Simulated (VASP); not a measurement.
Write the native input for VASP 6.6.1 that does the following.

```yaml
Task: single point
Functional: PBEsol
Potentials_or_basis: VASP PAW PBE potentials, release 64 (Ge_d, Sb, Te)
Cutoff: 520 eV
k_mesh: 8 × 8 × 8
Occupations: gaussian, width 0.1 eV
Spin: no spin polarisation
Dipole_correction: no
Further_INCAR_settings: ALGO = Normal; EDIFF = 1e-06; NBANDS = 33
```

The structure of GeSb2Te4 lies in POSCAR:

```
GeSb2Te4
1.0
   -3.0069622130      3.0069622130      5.9435616715
    3.0069622130     -3.0069622130      5.9435616715
    3.0069622130      3.0069622130     -5.9435616715
Ge Sb Te
1 2 4
Direct
    0.0000000000      0.0000000000      0.0000000000
    0.5000000000      0.5000000000      0.0000000000
    0.2500000000      0.7500000000      0.5000000000
    0.5064974656      0.0064974656      0.5000000000
    0.2452180492      0.2452180492      0.0000000000
    0.9935025344      0.4935025344      0.5000000000
    0.7547819508      0.7547819508      0.0000000000
```

The input as run:

INCAR

```
PREC     = Accurate       # precision mode
ENCUT    = 520            # plane-wave cutoff, eV
EDIFF    = 1E-6           # SCF threshold, eV
ISMEAR   = 0              # smearing method
SIGMA    = 0.1            # smearing width, eV
LREAL    = False          # projectors in reciprocal space
LASPH    = True           # aspherical terms in the spheres
NELM     = 100            # most SCF steps
ALGO     = Normal         # electronic algorithm
ISIF     = 2              # what is computed and relaxed
LWAVE    = False          # write WAVECAR
LCHARG   = False          # write CHGCAR
GGA      = PS             # functional
NBANDS   = 33             # bands
```

KPOINTS

```
Automatic mesh
0
Gamma
  8 8 8
```

Potentials or basis: VASP PAW PBE potentials, release 64 (Ge_d, Sb, Te).

Run with:

```sh
$ cat potpaw_PBE.64/Ge_d/POTCAR potpaw_PBE.64/Sb/POTCAR potpaw_PBE.64/Te/POTCAR > POTCAR
$ mpirun -np 1 vasp_std > vasp.out
```

Results of the run:

| Quantity | Value |
| --- | --- |
| Pressure | 0.1 GPa |
| Largest force | 0.007 eV/Å |
| Band gap on the k mesh | zero (band 24 reaches 5.93 eV, above the bottom of band 25 at 5.75 eV) |

Caveat: the PAW data sets were made with another functional, which shifts forces and pressure a little; spin-orbit coupling is left out, which moves the levels of the heavy elements.

Wall time 7 min on 1 thread of Intel(R) Xeon(R) Platinum 8375C CPU @ 2.90GHz (Ice Lake) (shared host), peak memory 0.65 GiB.
